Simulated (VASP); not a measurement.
# KTa6 in VASP: further runs

KTa6 is run at these levels: PBEsol; tasks: relaxation of the atoms.

All numbers are computed with VASP 6.6.1; they aren't measurements. Logs are shortened: lines on timing, memory, paths and dates and some standing lists are left out, and cuts for length are marked.

### 1 The cell of the first run

The cell holds a slab with vacuum, 7 atoms: a = 4.639 Å, b = 4.639 Å, c = 19.944 Å, α = 90.00°, β = 90.00°, γ = 120.00°.

### 2 Relaxation of the atoms, PBEsol

INCAR reads:

```
PREC = Accurate
ENCUT = 520
EDIFF = 1E-6
ISMEAR = 0
SIGMA = 0.1
LREAL = F
LASPH = T
NELM = 60
ALGO = Normal
ISIF = 2
LWAVE = F
LCHARG = F
LDIPOL = T
IDIPOL = 3
DIPOL = 0.5 0.5 0.350
GGA = PS
IBRION = 2
NSW = 36
EDIFFG = -0.025
KPAR = 4
```

KPOINTS reads:

```
Automatic mesh
0
Gamma
  6 6 1
```

POSCAR reads:

```
KTa6
1.0
    4.6392671641      0.0000000000      0.0000000000
   -2.3196335820      4.0177232190      0.0000000000
    0.0000000000      0.0000000000     19.9438808521
Ta K
6 1
Selective dynamics
Direct
    0.6666666667      0.3333333333      0.2005627706  F F F
    0.3333333333      0.6666666667      0.2480453269  F F F
    0.0000000000      0.0000000000      0.2955278831  F F F
    0.6666666667      0.3333333333      0.3400187729  F F F
    0.3333333333      0.6666666667      0.3814681516  F F F
    0.0000000000      0.0000000000      0.4233820346  F F F
    0.4444444444      0.2222222222      0.5640985136  F F T
```

Potentials or basis: VASP PAW PBE potentials, release 64 (Ta_pv, K_sv).

Command:

```console
> cat potpaw_PBE.64/Ta_pv/POTCAR potpaw_PBE.64/K_sv/POTCAR > POTCAR
> mpirun -np 4 vasp_std > vasp.out
```

OUTCAR:

```text
PREC = Accurate
   ENCUT = 520
   EDIFF = 1E-6
   ISMEAR = 0
   LREAL = F
   LASPH = T
   NELM = 60
   ISIF = 2
   GGA = PS
   IBRION = 2
   NSW = 36
   EDIFFG = -0.025

 ion  position               nearest neighbor table
   1  0.667  0.333  0.201-   4 2.78   2 2.84   2 2.84   2 2.84   3 3.28   3 3.28   3 3.28
   2  0.333  0.667  0.248-   5 2.66   3 2.84   3 2.84   3 2.84   1 2.84   1 2.84   1 2.84   4 3.25
                             4 3.25   4 3.25
   3  0.000  0.000  0.296-   6 2.55   4 2.82   4 2.82   4 2.82   2 2.84   2 2.84   2 2.84   5 3.18
                             5 3.18   5 3.18   1 3.28   1 3.28   1 3.28
   4  0.667  0.333  0.340-   1 2.78   5 2.80   5 2.80   5 2.80   3 2.82   3 2.82   3 2.82   6 3.15
                             6 3.15   6 3.15   2 3.25   2 3.25   2 3.25
   5  0.333  0.667  0.381-   2 2.66   4 2.80   4 2.80   4 2.80   6 2.81   6 2.81   6 2.81   3 3.18
                             3 3.18   3 3.18
   6  0.000  0.000  0.423-   3 2.55   5 2.81   5 2.81   5 2.81   4 3.15   4 3.15   4 3.15   7 3.33

   7  0.444  0.222  0.564-   6 3.33

  LATTYP: Found a hexagonal cell.
 ALAT       =     4.6392671641
 C/A-ratio  =     4.2989291512

  Lattice vectors:

 A1 = (   4.6392671641,   0.0000000000,   0.0000000000)
 A2 = (  -2.3196335820,   4.0177232190,   0.0000000000)
 A3 = (   0.0000000000,   0.0000000000,  19.9438808521)

Analysis of symmetry for initial positions (statically):
=====================================================================
 Subroutine PRICEL returns:
 Original cell was already a primitive cell.

 Routine SETGRP: Setting up the symmetry group for a
 hexagonal supercell.

 Subroutine GETGRP returns: Found  2 space group operations
 (whereof  2 operations were pure point group operations)
 out of a pool of 24 trial point group operations.

The static configuration has the point symmetry C_1h.

Analysis of symmetry for dynamics (positions and initial velocities):
=====================================================================
 Subroutine PRICEL returns:
 Original cell was already a primitive cell.

 Routine SETGRP: Setting up the symmetry group for a
 hexagonal supercell.

 Subroutine GETGRP returns: Found  2 space group operations
 (whereof  2 operations were pure point group operations)
 out of a pool of 24 trial point group operations.

The dynamic configuration has the point symmetry C_1h.

Analysis of constrained symmetry for selective dynamics:
=====================================================================
 Subroutine PRICEL returns:
 Original cell was already a primitive cell.

 Routine SETGRP: Setting up the symmetry group for a
 hexagonal supercell.

 Subroutine GETGRP returns: Found  2 space group operations
 (whereof  2 operations were pure point group operations)
 out of a pool of 24 trial point group operations.

The constrained configuration has the point symmetry C_1h.

 Subroutine INISYM returns: Found  2 space group operations
 (whereof  2 operations are pure point group operations),
 and found     1 'primitive' translations

----------------------------------------------------------------------------------------

                                     Primitive cell

  volume of cell :     371.7398

  direct lattice vectors                    reciprocal lattice vectors
     4.639267164  0.000000000  0.000000000     0.215551285  0.124448593  0.000000000
    -2.319633582  4.017723219  0.000000000     0.000000000  0.248897185  0.000000000
     0.000000000  0.000000000 19.943880852     0.000000000  0.000000000  0.050140693

  length of vectors
     4.639267164  4.639267164 19.943880852     0.248897185  0.248897185  0.050140693

  position of ions in fractional coordinates (direct lattice)
     0.666666667  0.333333333  0.200562771
     0.333333333  0.666666667  0.248045327
     0.000000000  0.000000000  0.295527883
     0.666666667  0.333333333  0.340018773
     0.333333333  0.666666667  0.381468152
     0.000000000  0.000000000  0.423382035
     0.444444444  0.222222222  0.564098514

  ion indices of the primitive-cell ions
   primitive index   ion index
                 1           1
                 2           2
                 3           3
                 4           4
                 5           5
                 6           6
                 7           7

----------------------------------------------------------------------------------------

 KPOINTS: Automatic mesh

Automatic generation of k-mesh.
 Grid dimensions read from file:
 generate k-points for:    6    6    1

 Generating k-lattice:

  Cartesian coordinates                     Fractional coordinates (reciprocal lattice)
     0.035925214  0.020741432  0.000000000     0.166666667  0.000000000  0.000000000
     0.000000000  0.041482864  0.000000000     0.000000000  0.166666667  0.000000000
     0.000000000  0.000000000  0.050140693     0.000000000  0.000000000  1.000000000

  Length of vectors
     0.041482864  0.041482864  0.050140693

  Shift w.r.t. Gamma in fractional coordinates (k-lattice)
     0.000000000  0.000000000  0.000000000

 Subroutine IBZKPT returns following result:
 ===========================================

 Found     13 irreducible k-points:

 Following reciprocal coordinates:
            Coordinates               Weight
  0.000000  0.000000  0.000000      1.000000
  0.166667  0.000000  0.000000      2.000000
  0.000000  0.166667  0.000000      4.000000
  0.333333 -0.000000  0.000000      2.000000
  0.000000  0.333333  0.000000      4.000000
  0.500000 -0.000000  0.000000      1.000000
  0.000000  0.500000  0.000000      2.000000
  0.166667  0.166667  0.000000      4.000000
 -0.166667  0.333333  0.000000      2.000000
  0.333333  0.166667  0.000000      4.000000
 -0.166667  0.500000  0.000000      4.000000
  0.500000  0.333333  0.000000      4.000000
  0.333333  0.333333  0.000000      2.000000
   k-points           NKPTS =     13   k-points in BZ     NKDIM =     13   number of bands    NBANDS=     45
   number of dos      NEDOS =    301   number of ions     NIONS =      7
   total plane-waves  NPLWV = 194400
   dimension x,y,z NGX =    36 NGY =   36 NGZ =  150
   dimension x,y,z NGXF=    72 NGYF=   72 NGZF=  300
   ions per type =               6   1
   NGX,Y,Z   is equivalent  to a cutoff of  12.90, 12.90, 12.50 a.u.
   NGXF,Y,Z  is equivalent  to a cutoff of  25.80, 25.80, 25.01 a.u.
 SYSTEM =  unknown system
   PREC   = accura    normal or accurate (medium, high low for compatibility)
   ISTART =      0    job   : 0-new  1-cont  2-samecut
   ICHARG =      2    charge: 1-file 2-atom 10-const
   ISPIN  =      1    spin polarized calculation?
   LNONCOLLINEAR =      F non collinear calculations
   LSORBIT =      F    spin-orbit coupling
   LASPH  =      T    aspherical Exc in radial PAW
   ENCUT  =  520.0 eV  38.22 Ry    6.18 a.u.   8.63  8.63 37.08*2*pi/ulx,y,z
   NELM   =     60;   NELMIN=  2; NELMDL= -5     # of ELM steps
   EDIFF  = 0.1E-05   stopping-criterion for ELM
   LREAL  =      F    real-space projection
   EDIFFG = -.3E-01   stopping-criterion for IOM
   NSW    =     36    number of steps for IOM
   IBRION =      2    ionic relax: 0-MD 1-quasi-New 2-CG
   NFREE  =      1    steps in history (QN), initial steepest desc. (CG)
   ISIF   =      2    stress and relaxation
   ISYM   =      2    0-nonsym 1-usesym 2-fastsym
   POTIM  = 0.5000    time-step for ionic-motion
   TEBEG  =    0.0;   TEEND  =   0.0 temperature during run
   PSTRESS=    0.0 pullay stress
   NELECT =      75.0000    total number of electrons
   NUPDOWN=      -1.0000    fix difference up-down
   EMIN   =  10.00;   EMAX   =-10.00  energy-range for DOS
   EFERMI =   0.00;   METHOD = LEGACY
   ISMEAR =     0;   SIGMA  =   0.10  broadening in eV -4-tet -1-fermi 0-gaus
   EFERMI_NEDOS =   21; number of points for ismear=-14 and -15
   IALGO  =     38    algorithm
   IMIX   =      4    mixing-type and parameters
     AMIX     =   0.40;   BMIX     =  1.00
     AMIX_MAG =   1.60;   BMIX_MAG =  1.00
  volume/ion in A,a.u.               =      53.11       358.37
  Fermi-wavevector in a.u.,A,eV,Ry     =   0.960172  1.814461 12.543615  0.921930
  Thomas-Fermi vector in A             =   2.089432
   LORBIT       =      0    0 simple, 1 ext, 2 COOP (PROOUT), +10 PAW based schemes
   GGA     = PS    functional components
   LHFCALC =     F    Hartree Fock is set to
   AEXX    =    0.0000 exact exchange contribution
   IVDW    =     0    specifies the selected vdW correction
   LEPSILON=     F    determine dielectric tensor
   LRPA    =     F    only Hartree local field effects (RPA)
 conjugate gradient relaxation of ions
 non-spin polarized calculation
 Gauss-broadening in eV      SIGMA  =   0.10
  energy-cutoff  :      520.00
  volume of cell :      371.74
 maximum number of plane-waves:     10037
 NGX is ok and might be reduce to    36
   NGX = 17   NGY = 17   NGZ = 75

 dipolmoment           0.000000      0.000000      0.066696 electrons x Angstroem

--------------------------------------- Ionic step        1  -------------------------------------------

 number of electron      75.0000006 magnetization

 Free energy of the ion-electron system (eV)
  ---------------------------------------------------
  ext. energy  EPLUGINS =         0.00000000
  ---------------------------------------------------
  free energy    TOTEN  =       -69.72698791 eV

  energy without entropy =      -69.68986054  energy(sigma->0) =      -69.70842423

------------------------ aborting loop because EDIFF is reached ----------------------------------------

  FORCE on cell =-STRESS in cart. coord.  units (eV):
  Direction    XX          YY          ZZ          XY          YZ          ZX
  --------------------------------------------------------------------------------------
  -------------------------------------------------------------------------------------
  Total       -4.5607162     -4.9405626     -3.8993194      0.3289566      0.4907813      0.8500579
  in kB      -19.6564263    -21.2935425    -16.8058437      1.4177842      2.1152394      3.6637011
  external PRESSURE =     -19.2519375 kB  Pullay stress =       0.0000000 kB
[... 151 lines left out ...]
--------------------------------------- Ionic step        5  -------------------------------------------

 number of electron      75.0000005 magnetization

 dipolmoment           0.000000      0.000000     -0.154154 electrons x Angstroem

 Free energy of the ion-electron system (eV)
  ---------------------------------------------------
  ext. energy  EPLUGINS =         0.00000000
  ---------------------------------------------------
  free energy    TOTEN  =       -69.73768059 eV

  energy without entropy =      -69.70031086  energy(sigma->0) =      -69.71899573

 E-fermi :   0.1401     XC(G=0):  -5.6956

 val. band max:        0.0995964138   @ k =   0.5000  -0.0000   0.0000
 cond. band min:       0.1759618055   @ k =  -0.1667   0.3333   0.0000
 fundamental gap:      0.0763653917
 Fermi energy:         0.1400695863

 k-point     1 :       0.0000    0.0000    0.0000
  band No.  band energies     occupation
      1     -34.5942      2.00000
      2     -34.3909      2.00000
      3     -34.2822      2.00000
      4     -34.2806      2.00000
      5     -34.0969      2.00000
      6     -34.0943      2.00000
[... 613 lines left out ...]
     44       1.5390      0.00000
     45       1.5833      0.00000

------------------------ aborting loop because EDIFF is reached ----------------------------------------

 vacuum level on the upper side and lower side of the slab       (xc-potential included)        -1.350         0.284

  FORCE on cell =-STRESS in cart. coord.  units (eV):
  Direction    XX          YY          ZZ          XY          YZ          ZX
  --------------------------------------------------------------------------------------
  -------------------------------------------------------------------------------------
  Total       -4.3495830     -4.8211373     -3.5549617      0.4083780      0.5976440      1.0351496
  in kB      -18.7464543    -20.7788262    -15.3216819      1.7600857      2.5758117      4.4614358
  external PRESSURE =     -18.2823208 kB  Pullay stress =       0.0000000 kB
[... 22 lines left out ...]
  FREE ENERGIE OF THE ION-ELECTRON SYSTEM (eV)
  ---------------------------------------------------
  free  energy   TOTEN  =       -69.7376805940 eV

  energy  without entropy=      -69.7003108605  energy(sigma->0) =      -69.71899573

 reached required accuracy - stopping structural energy minimisation

 vacuum level on the upper side and lower side of the slab         1.493         3.161
```

It took 12 min on 4 MPI ranks of Intel Xeon Platinum 8375C at 2.90GHz (Ice Lake), shared host; peak memory 0.59 GiB.

What came out:

```yaml
Free_energy: -69.7377 eV
Energy_gained_by_relaxing: 1.5 meV/atom
Ionic_steps: 5
Band_gap_on_the_k_mesh: zero (an odd number of electrons rules out a gap without spin polarisation)
```

The path:
```tsv
step	energy change (eV)	largest force on free atoms (eV/Å)	pressure (GPa)
1	0.0000	0.1373	-1.93
2	-0.0009	0.1321	-1.92
3	-0.0034	0.1161	-1.91
4	-0.0073	0.0807	-1.88
5	-0.0107	0.0030	-1.83
```

Final structure:
```
Ta K
1.0
     4.63927    0.00000    0.00000
    -2.31963    4.01772    0.00000
     0.00000    0.00000   19.94388
Ta K
6 1
Direct
  0.66667 0.33333 0.20056
  0.33333 0.66667 0.24805
  0.00000 0.00000 0.29553
  0.66667 0.33333 0.34002
  0.33333 0.66667 0.38147
  0.00000 0.00000 0.42338
  0.44444 0.22222 0.55679
```

Levels at points of the mesh, in eV from the Fermi level:
| k point | band 35 | band 36 | band 37 | band 38 | band 39 | band 40 |
| --- | --- | --- | --- | --- | --- | --- |
| (0.00, 0.00, 0.00) | -0.99 | -0.97 | -0.42 | -0.41 | 0.13 | 0.22 |
| (0.50, 0.00, 0.00) | -0.97 | -0.72 | -0.30 | -0.04 | 0.12 | 0.79 |
| (0.00, 0.50, 0.00) | -0.97 | -0.71 | -0.30 | -0.04 | 0.09 | 0.80 |

Caveat: the PAW data sets were made with another functional, which shifts forces and pressure a little; spin-orbit coupling is left out, which moves the levels of the heavy elements.

[end of part 1 of 2]

The gap in the log of VASP goes by the Fermi energy; the results here count the filled bands.